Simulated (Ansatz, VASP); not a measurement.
Co in VASP and in Ansatz

```
CELL_PARAMETERS angstrom
3.86678 0.00000 0.00000
-1.93339 3.34873 0.00000
0.00000 0.00000 2.36723
ATOMIC_POSITIONS crystal
Co 0.00000 0.00000 0.00000
Co 0.33333 0.66667 0.50000
Co 0.66667 0.33333 0.50000
```

Alike in both runs: task single point; functional LDA; k mesh 11 × 11 × 15; occupations fermi-dirac, width 0.1 eV; no spin polarisation.

|  | VASP | Ansatz |
| --- | --- | --- |
| version | VASP 6.6.1 | Ansatz 0.2.0 |
| potentials or method | VASP PAW LDA potentials, release 64 (Co), cutoff 600 eV | plane waves (420 eV) with PAW, scalar-relativistic |
| valence electrons in the cell | 27 | 51 |

|  | VASP | Ansatz | Ansatz less VASP |
| --- | --- | --- | --- |
| pressure (GPa) | -11.1 | -10.6 | +0.56 |
| traceless stress, the component that is largest in VASP (GPa) | 0.73 | 0.74 | +0.009 |

Ansatz warns that its potentials were made for another functional, while VASP's fit it. LDA's correlation is that of Perdew and Zunger in VASP and of Perdew and Wang (1992) in Ansatz. VASP's potentials hold 27 valence electrons a cell and Ansatz's 51, so a difference there can come from the potentials and not from the codes.
